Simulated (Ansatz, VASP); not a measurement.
## Two plane-wave programs on Na

INCAR

```
SYSTEM = Na
PREC = Accurate ; ENCUT = 400
EDIFF = 1E-8 ; ISMEAR = -1
SIGMA = 0.05 ; LREAL = .False.
LASPH = .True. ; NELM = 120
ALGO = Normal ; ISIF = 2
LWAVE = .False. ; LCHARG = .False.
GGA = PE ; LEFG = .True.
NBANDS = 10 ; GGA_COMPAT = .False.
```

File KPOINTS:

```
regular mesh
0
Gamma
  12 12 12
  0 0 0
```

Contents of POSCAR:

```
Na
1.0
   -2.1315235875      2.1315235875      2.1315235875
    2.1315235875     -2.1315235875      2.1315235875
    2.1315235875      2.1315235875     -2.1315235875
Na
1
Direct
    0.0000000000      0.0000000000      0.0000000000
```

Input for Ansatz:

```yaml
crystal:
  lattice:
    - [-2.1315235875, 2.1315235875, 2.1315235875]
    - [2.1315235875, -2.1315235875, 2.1315235875]
    - [2.1315235875, 2.1315235875, -2.1315235875]
  atoms:
    - { symbol: Na, position: [0.0, 0.0, 0.0] }
kpoints:
  mp_grid: { grid: [12, 12, 12] }
scf:
  occupations: { method: fermi_dirac, width: 0.05 }
hamiltonian:
  xc: pbe
  pseudopotentials: { kind: paw }
output:
  forces: true
  stress: true
  eigenvalues: true
  efg: { contact_densities: true }
  write_density: true
  write_potential: true
  elf: true
  volumetric_format: npy
```

Change from the starting cell: volume scaled by 1.02, PAW files.

Alike in both runs: task electric field gradients; functional PBE; k mesh 12 × 12 × 12; occupations fermi-dirac, width 0.05 eV; no spin polarisation.

|  | VASP | Ansatz |
| --- | --- | --- |
| version | VASP 6.6.1 | Ansatz 0.2.0 |
| potentials or method | VASP PAW PBE potentials, release 64 (Na_pv) | PAW with Ansatz's default frozen-core files, scalar-relativistic |
| plane-wave cutoff (eV) | 400 | 420 |
| valence electrons in the cell | 7 | 9 |

|  | VASP | Ansatz | Ansatz less VASP |
| --- | --- | --- | --- |
| pressure (GPa) | -0.5 | -0.3 | +0.17 |

The functional is the same, so the differences come from potentials, cutoffs and numerics. VASP's potentials hold 7 valence electrons a cell and Ansatz's 9, so a difference there can come from the potentials and not from the codes.
